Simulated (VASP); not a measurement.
# ZnCl3 (Fm-3m) in VASP: notebook, part 2 of 2

VASP 6.6.1.

### Step 3. Single point, PBE

This run uses another cell than the first one, of 25.40 Å³/atom.

Input file INCAR:

```
SYSTEM = ZnCl3
ALGO     = Normal         ! electronic algorithm
EDIFF    = 1E-6           ! SCF threshold, eV
ENCUT    = 520            ! plane-wave cutoff, eV
GGA      = PE             ! functional
ISIF     = 2              ! what is computed and relaxed
ISMEAR   = 0              ! smearing method
LASPH    = .True.         ! aspherical terms in the spheres
LCHARG   = .False.        ! write CHGCAR
LREAL    = .False.        ! projectors in reciprocal space
LWAVE    = .False.        ! write WAVECAR
NBANDS   = 24             ! bands
NELM     = 60             ! most SCF steps
PREC     = Accurate       ! precision mode
SIGMA    = 0.1            ! smearing width, eV
```

Input file KPOINTS:

```
k-points
0
Gamma
  4 4 4
  0 0 0
```

Input file POSCAR:

```
ZnCl3
1.0
    0.0000000000      3.7035114300      3.7035114300
    3.7035114300      0.0000000000      3.7035114300
    3.7035114300      3.7035114300      0.0000000000
Zn Cl
1 3
Direct
    0.0000000000      0.0000000000      0.0000000000
    0.2500000000      0.2500000000      0.2500000000
    0.7500000000      0.7500000000      0.7500000000
    0.5000000000      0.5000000000      0.5000000000
```

Potentials or basis: VASP PAW PBE potentials, release 64 (Zn, Cl).

Command:

```bash
$ cat potpaw_PBE.64/Zn/POTCAR potpaw_PBE.64/Cl/POTCAR > POTCAR
$ mpirun -np 1 vasp_std > vasp.out
```

OUTCAR:

```text
SYSTEM = ZnCl3
   EDIFF = 1E-6
   ENCUT = 520
   GGA = PE
   ISIF = 2
   ISMEAR = 0
   LASPH = .True.
   LREAL = .False.
   NELM = 60
   PREC = Accurate

 ion  position               nearest neighbor table
   1  0.000  0.000  0.000-
   2  0.250  0.250  0.250-
   3  0.750  0.750  0.750-
   4  0.500  0.500  0.500-

  LATTYP: Found a face centered cubic cell.
 ALAT       =     7.4070228600

  Lattice vectors:

 A1 = (   0.0000000000,   3.7035114300,   3.7035114300)
 A2 = (   3.7035114300,   0.0000000000,   3.7035114300)
 A3 = (   3.7035114300,   3.7035114300,   0.0000000000)

Analysis of symmetry for initial positions (statically):
=====================================================================
 Subroutine PRICEL returns:
 Original cell was already a primitive cell.

 Routine SETGRP: Setting up the symmetry group for a
 face centered cubic supercell.

 Subroutine GETGRP returns: Found 48 space group operations
 (whereof 48 operations were pure point group operations)
 out of a pool of 48 trial point group operations.

The static configuration has the point symmetry O_h .

Analysis of symmetry for dynamics (positions and initial velocities):
=====================================================================
 Subroutine PRICEL returns:
 Original cell was already a primitive cell.

 Routine SETGRP: Setting up the symmetry group for a
 face centered cubic supercell.

 Subroutine GETGRP returns: Found 48 space group operations
 (whereof 48 operations were pure point group operations)
 out of a pool of 48 trial point group operations.

The dynamic configuration has the point symmetry O_h .

 Subroutine INISYM returns: Found 48 space group operations
 (whereof 48 operations are pure point group operations),
[... 97 lines left out ...]
   EFERMI =   0.00;   METHOD = LEGACY
   ISMEAR =     0;   SIGMA  =   0.10  broadening in eV -4-tet -1-fermi 0-gaus
   EFERMI_NEDOS =   21; number of points for ismear=-14 and -15
   IALGO  =     38    algorithm
   IMIX   =      4    mixing-type and parameters
     AMIX     =   0.40;   BMIX     =  1.00
     AMIX_MAG =   1.60;   BMIX_MAG =  1.00
  volume/ion in A,a.u.               =      25.40       171.40
  Fermi-wavevector in a.u.,A,eV,Ry     =   1.125354  2.126611 17.230709  1.266421
  Thomas-Fermi vector in A             =   2.262031
   LORBIT       =      0    0 simple, 1 ext, 2 COOP (PROOUT), +10 PAW based schemes
   GGA     = PE    functional components
   LHFCALC =     F    Hartree Fock is set to
   AEXX    =    0.0000 exact exchange contribution
   IVDW    =     0    specifies the selected vdW correction
   LEPSILON=     F    determine dielectric tensor
   LRPA    =     F    only Hartree local field effects (RPA)
 non-spin polarized calculation
 Gauss-broadening in eV      SIGMA  =   0.10
  energy-cutoff  :      520.00
  volume of cell :      101.59
 maximum number of plane-waves:      2764
 NGX is ok and might be reduce to    40
   NGX = 19   NGY = 19   NGZ = 19

 number of electron      32.9999989 magnetization

 Free energy of the ion-electron system (eV)
  ---------------------------------------------------
  ext. energy  EPLUGINS =         0.00000000
  ---------------------------------------------------
  free energy    TOTEN  =        -5.59438692 eV

  energy without entropy =       -5.54320896  energy(sigma->0) =       -5.56879794

 E-fermi :  -0.0243     XC(G=0):  -8.7302

 val. band max:       -0.0514988994   @ k =   0.5000   0.0000   0.0000
 cond. band min:      -0.0193291304   @ k =   0.5000   0.2500   0.0000
 fundamental gap:      0.0321697690
 Fermi energy:        -0.0243154912

 k-point     1 :       0.0000    0.0000    0.0000
  band No.  band energies     occupation
      1     -14.0666      2.00000
      2     -13.1230      2.00000
      3     -12.5638      2.00000
      4      -6.2531      2.00000
      5      -6.2530      2.00000
      6      -6.2530      2.00000
[... 205 lines left out ...]
     23      10.3828      0.00000
     24      10.4355      0.00000

------------------------ aborting loop because EDIFF is reached ----------------------------------------

  FORCE on cell =-STRESS in cart. coord.  units (eV):
  Direction    XX          YY          ZZ          XY          YZ          ZX
  --------------------------------------------------------------------------------------
  -------------------------------------------------------------------------------------
  Total       -3.5039499     -3.5039499     -3.5039499     -0.0000000      0.0000000      0.0000000
  in kB      -55.2582858    -55.2582858    -55.2582858     -0.0000000      0.0000000      0.0000000
  external PRESSURE =     -55.2582858 kB  Pullay stress =       0.0000000 kB

 VOLUME and BASIS-vectors are now :
 -----------------------------------------------------------------------------
  energy-cutoff  :      520.00
  volume of cell :      101.59
      direct lattice vectors                 reciprocal lattice vectors
     0.000000000  3.703511430  3.703511430    -0.135007009  0.135007009  0.135007009
     3.703511430  0.000000000  3.703511430     0.135007009 -0.135007009  0.135007009
     3.703511430  3.703511430  0.000000000     0.135007009  0.135007009 -0.135007009

 POSITION                                       TOTAL-FORCE (eV/Angst)
 -----------------------------------------------------------------------------------
      0.00000      0.00000      0.00000         0.000000     -0.000000      0.000000
      1.85176      1.85176      1.85176        -0.000000     -0.000000     -0.000000
      5.55527      5.55527      5.55527         0.000000      0.000000      0.000000
      3.70351      3.70351      3.70351         0.000000     -0.000000      0.000000
 -----------------------------------------------------------------------------------
    total drift:                               -0.000000      0.000000      0.000000

  FREE ENERGIE OF THE ION-ELECTRON SYSTEM (eV)
  ---------------------------------------------------
  free  energy   TOTEN  =        -5.5943869162 eV

  energy  without entropy=       -5.5432089577  energy(sigma->0) =       -5.56879794
```

OSZICAR:

```text
N       E                     dE             d eps       ncg     rms          rms(c)
DAV:   1     0.259372262896E+03    0.25937E+03   -0.14440E+04   384   0.134E+03
DAV:   2     0.190831617585E+02   -0.24029E+03   -0.22477E+03   448   0.315E+02
DAV:   3    -0.669347494960E+01   -0.25777E+02   -0.25218E+02   472   0.103E+02
DAV:   4    -0.720729367487E+01   -0.51382E+00   -0.50816E+00   480   0.160E+01
DAV:   5    -0.721709834795E+01   -0.98047E-02   -0.98040E-02   504   0.226E+00    0.534E+00
DAV:   6    -0.573500706645E+01    0.14821E+01   -0.13332E+00   528   0.355E+01    0.339E+00
DAV:   7    -0.561580750987E+01    0.11920E+00   -0.44712E-01   448   0.459E+00    0.165E+00
DAV:   8    -0.559940492046E+01    0.16403E-01   -0.73606E-02   456   0.214E+00    0.702E-01
DAV:   9    -0.559382509230E+01    0.55798E-02   -0.12993E-02   464   0.896E-01    0.308E-01
DAV:  10    -0.559426238197E+01   -0.43729E-03   -0.20868E-03   448   0.299E-01    0.204E-01
DAV:  11    -0.559449907630E+01   -0.23669E-03   -0.55842E-04   448   0.247E-01    0.526E-02
DAV:  12    -0.559438756217E+01    0.11151E-03   -0.11205E-04   456   0.108E-01    0.179E-02
DAV:  13    -0.559438925307E+01   -0.16909E-05   -0.15920E-05   528   0.242E-02    0.107E-02
DAV:  14    -0.559438651862E+01    0.27344E-05   -0.15574E-06   352   0.135E-02    0.424E-03
DAV:  15    -0.559438691622E+01   -0.39759E-06   -0.53009E-07   240   0.735E-03
   1 F= -.55943869E+01 E0= -.55687979E+01  d E =-.511780E-01
```

stdout:

```text
POSCAR found type information on POSCAR ZnCl
 POSCAR found :  2 types and       4 ions
 scaLAPACK will be used
 LDA part: xc-table for (Slater+PW92), standard interpolation
 POSCAR, INCAR and KPOINTS ok, starting setup
 FFT: planning ... GRIDC
 FFT: planning ... GRID_SOFT
 FFT: planning ... GRID
 WAVECAR not read
 entering main loop
```

It took 13 s on 1 thread of Intel Xeon 6975P-C (Granite Rapids), shared host; peak memory 0.23 GiB.

What came out:

- Free energy: -5.5944 eV
- Pressure: -5.5 GPa
- Band gap on the k mesh: zero (an odd number of electrons rules out a gap without spin polarisation)

Caveat: the k points lie up to 0.37 Å⁻¹ apart, too coarse for converged energies and pressures of a metal; an odd number of electrons without spin polarisation forces a metal; a magnetic or distorted state may lie lower.

### Step 4. Relaxation of cell and atoms, PBE

This run uses another cell than the first one, of 25.40 Å³/atom.

Input file INCAR:

```
  PREC = Accurate
  ENCUT = 600
  EDIFF = 1E-6
  ISMEAR = 0
  SIGMA = 0.1
  LREAL = False
  LASPH = True
  NELM = 60
  ALGO = Normal
  ISIF = 3
  LWAVE = False
  LCHARG = False
  GGA = PE
  IBRION = 2
  NSW = 90
  EDIFFG = -0.04
```

Input file KPOINTS:

```
Automatic mesh
0
Gamma
  4 4 4
```

POSCAR is that of step 3.

Potentials or basis: VASP PAW PBE potentials, release 64 (Zn, Cl).

Command:

```bash
$ cat potpaw_PBE.64/Zn/POTCAR potpaw_PBE.64/Cl/POTCAR > POTCAR
$ mpirun -np 1 vasp_std > vasp.out
```

OUTCAR:

```text
PREC = Accurate
   ENCUT = 600
   EDIFF = 1E-6
   ISMEAR = 0
   LREAL = False
   LASPH = True
   NELM = 60
   ISIF = 3
   GGA = PE
   IBRION = 2
   NSW = 90
   EDIFFG = -0.04

 ion  position               nearest neighbor table
   1  0.000  0.000  0.000-
   2  0.250  0.250  0.250-
   3  0.750  0.750  0.750-
   4  0.500  0.500  0.500-

  LATTYP: Found a face centered cubic cell.
 ALAT       =     7.4070228600

  Lattice vectors:

 A1 = (   0.0000000000,   3.7035114300,   3.7035114300)
 A2 = (   3.7035114300,   0.0000000000,   3.7035114300)
 A3 = (   3.7035114300,   3.7035114300,   0.0000000000)

Analysis of symmetry for initial positions (statically):
=====================================================================
 Subroutine PRICEL returns:
 Original cell was already a primitive cell.

 Routine SETGRP: Setting up the symmetry group for a
 face centered cubic supercell.

 Subroutine GETGRP returns: Found 48 space group operations
 (whereof 48 operations were pure point group operations)
 out of a pool of 48 trial point group operations.

The static configuration has the point symmetry O_h .

Analysis of symmetry for dynamics (positions and initial velocities):
=====================================================================
 Subroutine PRICEL returns:
[... 128 lines left out ...]
 non-spin polarized calculation
 Gauss-broadening in eV      SIGMA  =   0.10
  energy-cutoff  :      600.00
  volume of cell :      101.59
 maximum number of plane-waves:      3426
 NGX is ok and might be reduce to    42
   NGX = 21   NGY = 21   NGZ = 21

--------------------------------------- Ionic step        1  -------------------------------------------

 number of electron      32.9999983 magnetization

 Free energy of the ion-electron system (eV)
  ---------------------------------------------------
  ext. energy  EPLUGINS =         0.00000000
  ---------------------------------------------------
  free energy    TOTEN  =        -5.59452006 eV

  energy without entropy =       -5.54334121  energy(sigma->0) =       -5.56893064

 E-fermi :  -0.0245     XC(G=0):  -8.7299

 val. band max:       -0.0516207708   @ k =   0.5000   0.0000   0.0000
 cond. band min:      -0.0194959152   @ k =   0.5000   0.2500   0.0000
 fundamental gap:      0.0321248556
 Fermi energy:        -0.0244755515

 k-point     1 :       0.0000    0.0000    0.0000
  band No.  band energies     occupation
      1     -14.0663      2.00000
      2     -13.1227      2.00000
      3     -12.5635      2.00000
      4      -6.2544      2.00000
      5      -6.2544      2.00000
      6      -6.2544      2.00000
[... 286 lines left out ...]
--------------------------------------- Ionic step        4  -------------------------------------------

 number of electron      33.0000007 magnetization

 Free energy of the ion-electron system (eV)
  ---------------------------------------------------
  ext. energy  EPLUGINS =         0.00000000
  ---------------------------------------------------
  free energy    TOTEN  =        -6.07766604 eV

  energy without entropy =       -6.03587825  energy(sigma->0) =       -6.05677214

 E-fermi :   2.2357     XC(G=0):  -9.9022

 val. band max:        2.1985123943   @ k =   0.5000   0.0000   0.0000
 cond. band min:       2.2379608453   @ k =   0.5000   0.2500   0.0000
 fundamental gap:      0.0394484510
 Fermi energy:         2.2357270281

 k-point     1 :       0.0000    0.0000    0.0000
  band No.  band energies     occupation
      1     -13.1159      2.00000
      2     -11.3083      2.00000
      3     -10.4267      2.00000
      4      -4.0395      2.00000
      5      -4.0395      2.00000
      6      -4.0395      2.00000
[... 204 lines left out ...]
  FREE ENERGIE OF THE ION-ELECTRON SYSTEM (eV)
  ---------------------------------------------------
  free  energy   TOTEN  =        -6.0776660360 eV

  energy  without entropy=       -6.0358782518  energy(sigma->0) =       -6.05677214

 reached required accuracy - stopping structural energy minimisation
```

Wall time 42 s (1 thread of Intel Xeon 6975P-C (Granite Rapids), shared host); peak memory 0.26 GiB.

What came out:

```
Free energy                           : -6.0777 eV
Relaxed volume                        : 19.83 Å³/atom
Relaxed cell                          : a = 4.823 Å, b = 4.823 Å, c = 4.823 Å, α = 60.00°, β = 60.00°, γ = 60.00°
Space group after relaxing (to 0.1 Å) : Fm-3m (No. 225)
Energy gained by relaxing             : 120.8 meV/atom
Ionic steps                           : 4
Pressure after relaxing               : 0.2 GPa
Band gap on the k mesh                : zero (an odd number of electrons rules out a gap without spin polarisation)
```

The path:
```
step  energy change (eV)  largest force (eV/Å)  pressure (GPa)  volume (Å³)
   1              0.0000                0.0000           -5.49       101.59
   2             -0.3615                0.0000           -3.61        89.32
   3             -0.4805                0.0000           -0.68        80.95
   4             -0.4831                0.0000            0.19        79.31
```

Final structure:
```cif
data_structure
_symmetry_space_group_name_H-M 'P 1'
_symmetry_Int_Tables_number 1
_cell_length_a 4.8226
_cell_length_b 4.8226
_cell_length_c 4.8226
_cell_angle_alpha 60.000
_cell_angle_beta 60.000
_cell_angle_gamma 60.000
_cell_volume 79.31
loop_
_atom_site_label
_atom_site_type_symbol
_atom_site_fract_x
_atom_site_fract_y
_atom_site_fract_z
_atom_site_occupancy
Zn1 Zn 0.00000 0.00000 0.00000 1
Cl1 Cl 0.25000 0.25000 0.25000 1
Cl2 Cl 0.75000 0.75000 0.75000 1
Cl3 Cl 0.50000 0.50000 0.50000 1
```

Caveat: the k points lie up to 0.40 Å⁻¹ apart in the final cell, too coarse for converged energies and pressures of a metal; the volume moved by over 15 % at a fixed basis, so the end points are rough; an odd number of electrons without spin polarisation forces a metal; a magnetic or distorted state may lie lower.

### Step 5. Single point, PBE

This run uses another cell than the first one, of 19.86 Å³/atom.

Input file INCAR:

```
SYSTEM = ZnCl3
PREC = Accurate ; ENCUT = 520
EDIFF = 1E-6 ; ISMEAR = 0
SIGMA = 0.1 ; LREAL = .False.
LASPH = .True. ; NELM = 100
ALGO = Normal ; ISIF = 2
LWAVE = .False. ; LCHARG = .False.
GGA = PE ; NBANDS = 24
```

Input file KPOINTS:

```
Automatic mesh
0
Gamma
  12 12 12
  0 0 0
```

Input file POSCAR:

```
ZnCl3
1.0
    0.0000000000      3.4120064281      3.4120064281
    3.4120064281      0.0000000000      3.4120064281
    3.4120064281      3.4120064281      0.0000000000
Zn Cl
1 3
Direct
    0.0000000000      0.0000000000      0.0000000000
    0.2500000000      0.2500000000      0.2500000000
    0.7500000000      0.7500000000      0.7500000000
    0.5000000000      0.5000000000      0.5000000000
```

Command:

```bash
$ cat potpaw_PBE.64/Zn/POTCAR potpaw_PBE.64/Cl/POTCAR > POTCAR
$ mpirun -np 1 vasp_std > vasp.out
```

Run time: 49 s. Hardware: 1 thread of Intel Xeon 6975P-C (Granite Rapids), shared host; peak memory 0.27 GiB.

Results (log left out):

- Free energy: -6.0774 eV
- Pressure: -0.1 GPa
- Band gap on the k mesh: zero (an odd number of electrons rules out a gap without spin polarisation)

Levels at points of the mesh, in eV from the Fermi level:
```csv
k point,band 14,band 15,band 16,band 17,band 18,band 19,band 20,band 21
"(0.00, 0.00, 0.00)",-2.65,-0.76,-0.76,-0.76,-0.10,6.58,6.58,6.58
"(0.50, 0.00, 0.00)",-2.11,-0.28,-0.04,-0.04,1.74,6.03,6.03,7.10
"(0.50, 0.50, 0.00)",-1.12,-0.89,0.05,0.05,1.49,6.45,7.71,7.71
```

Caveat: an odd number of electrons without spin polarisation forces a metal; a magnetic or distorted state may lie lower.

### Step 6. Relaxation of cell and atoms, PBE

Input file INCAR:

```
SYSTEM = ZnCl3
  PREC = Accurate
  ENCUT = 600
  EDIFF = 1E-7
  ISMEAR = 0
  SIGMA = 0.1
  LREAL = .FALSE.
  LASPH = .TRUE.
  NELM = 80
  ALGO = Normal
  ISIF = 3
  LWAVE = .FALSE.
  LCHARG = .FALSE.
  GGA = PE
  IBRION = 2
  NSW = 100
  EDIFFG = -0.01
```

Input file KPOINTS:

```
regular mesh
0
G
  12 12 12
  0 0 0
```

Input file POSCAR:

```
ZnCl3
1.0
    0.0000000000      3.4157741403      3.4157741403
    3.4157741403      0.0000000000      3.4157741403
    3.4157741403      3.4157741403      0.0000000000
Zn Cl
1 3
Direct
    0.0000000000      0.0000000000      0.0000000000
    0.2500000000      0.2500000000      0.2500000000
    0.7500000000      0.7500000000      0.7500000000
    0.5000000000      0.5000000000      0.5000000000
```

Potentials or basis: VASP PAW PBE potentials, release 64 (Zn, Cl).

Command:

```bash
$ cat potpaw_PBE.64/Zn/POTCAR potpaw_PBE.64/Cl/POTCAR > POTCAR
$ mpirun -np 1 vasp_std > vasp.out
```

It took 1.7 min on 1 thread of Intel Xeon 6975P-C (Granite Rapids), shared host; peak memory 0.32 GiB.

Results (log left out):

| Quantity | Value |
| --- | --- |
| Free energy | -6.0775 eV |
| Relaxed volume | 19.87 Å³/atom |
| Relaxed cell | a = 4.826 Å, b = 4.826 Å, c = 4.826 Å, α = 60.00°, β = 60.00°, γ = 60.00° |
| Space group after relaxing (to 0.1 Å) | Fm-3m (No. 225) |
| Energy gained by relaxing | 0.0 meV/atom |
| Ionic steps | 2 |
| Pressure after relaxing | 0.0 GPa |
| Band gap on the k mesh | zero (an odd number of electrons rules out a gap without spin polarisation) |

Step by step:
```csv
step,energy change (eV),largest force (eV/Å),pressure (GPa),volume (Å³)
1,0.0000,0.0000,-0.17,79.71
2,-0.0002,0.0000,-0.04,79.46
```

Final structure:
```yaml
crystal:
  lattice:
    - [0.00000, 3.41229, 3.41229]
    - [3.41229, 0.00000, 3.41229]
    - [3.41229, 3.41229, 0.00000]
  atoms:
    - { symbol: Zn, position: [0.00000, 0.00000, 0.00000] }
    - { symbol: Cl, position: [0.25000, 0.25000, 0.25000] }
    - { symbol: Cl, position: [0.75000, 0.75000, 0.75000] }
    - { symbol: Cl, position: [0.50000, 0.50000, 0.50000] }
```

Levels at points of the mesh, in eV from the Fermi level:
```
           k point  band 14  band 15  band 16  band 17  band 18  band 19  band 20
(0.00, 0.00, 0.00)    -2.65    -0.76    -0.76    -0.76    -0.10     6.58     6.58
(0.50, 0.00, 0.00)    -2.11    -0.28    -0.04    -0.04     1.73     6.03     6.03
(0.50, 0.50, 0.00)    -1.12    -0.89     0.05     0.05     1.49     6.45     7.71
```

Caveat: an odd number of electrons without spin polarisation forces a metal; a magnetic or distorted state may lie lower.

### Step 7. The runs side by side

```csv
task,cell,k mesh,cutoff (eV),gap on the mesh (eV),pressure (GPa),relaxed volume (Å³/atom)
single point,"a = 4.831 Å, angles 60.0°, 4 atoms",4 × 4 × 4,520,none,-0.1,-
single point,"a = 5.238 Å, angles 60.0°, 4 atoms",4 × 4 × 4,520,none,-5.5,-
relaxation of cell and atoms,"relaxed from a = 5.238 Å, angles 60.0°, 4 atoms",4 × 4 × 4,600,none,0.2,19.83
single point,"a = 4.825 Å, angles 60.0°, 4 atoms",12 × 12 × 12,520,none,-0.1,-
relaxation of cell and atoms,"relaxed from a = 4.831 Å, angles 60.0°, 4 atoms",12 × 12 × 12,600,none,0.0,19.87
```

Alike in all rows: level PBE; potentials or basis VASP PAW PBE potentials, release 64 (Zn, Cl); no spin polarisation; smearing gaussian 0.1 eV.

Caveats: some runs use coarse meshes; an odd number of electrons without spin polarisation forces a metal; a magnetic or distorted state may lie lower; the volume moved by over 15 % at a fixed basis, so the end points are rough (at least some runs).

Absolute energies hang on the potentials; compare differences alone.

The gap in the log of VASP goes by the Fermi energy; the results here count the filled bands.